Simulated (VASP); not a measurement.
Ru:

```xyz
2
Lattice="2.7058 0.0000 0.0000 -1.3529 2.3433 0.0000 0.0000 0.0000 4.2819" Properties=species:S:1:pos:R:3 pbc="T T T"
Ru    0.0000    1.5622    1.0705
Ru    1.3529    0.7811    3.2114
```

| Item | Value |
| --- | --- |
| Program | VASP 6.6.1 |
| Task | relaxation of cell and atoms |
| Functional | RPBE |
| Potentials or basis | VASP PAW PBE potentials, release 64 (Ru_pv) |
| Cutoff | 600 eV |
| k mesh | 10 × 10 × 6 |
| Occupations | fermi-dirac, width 0.1 eV |
| Spin | no spin polarisation |

At the start: pressure 9.2 GPa; volume 13.57 Å³/atom.

Question: How do energy, volume and symmetry change on relaxing?

Answer: Over 6 steps the energy falls by 11.9 meV/atom and the volume is 13.98 Å³/atom (+3.0 %); space group P6_3/mmc (No. 194, to 0.1 Å) before and after.

The path:
| step | energy change (eV) | largest force (eV/Å) | pressure (GPa) | volume (Å³) |
| --- | --- | --- | --- | --- |
| 1 | 0.0000 | 0.0000 | 9.22 | 27.15 |
| 2 | 0.1342 | 0.0000 | -19.58 | 30.34 |
| 3 | -0.0233 | 0.0000 | -0.42 | 27.99 |
| 4 | -0.0233 | 0.0000 | -0.14 | 27.97 |
| 5 | -0.0237 | 0.0000 | 0.09 | 27.95 |
| 6 | -0.0238 | 0.0000 | 0.00 | 27.96 |

Final structure:
```yaml
crystal:
  lattice:
    - [2.73942, 0.00000, 0.00000]
    - [-1.36971, 2.37241, 0.00000]
    - [0.00000, 0.00000, 4.30174]
  atoms:
    - { symbol: Ru, position: [0.33333, 0.66667, 0.25000] }
    - { symbol: Ru, position: [0.66667, 0.33333, 0.75000] }
```

Caveat: the PAW data sets were made with another functional, which shifts forces and pressure a little.
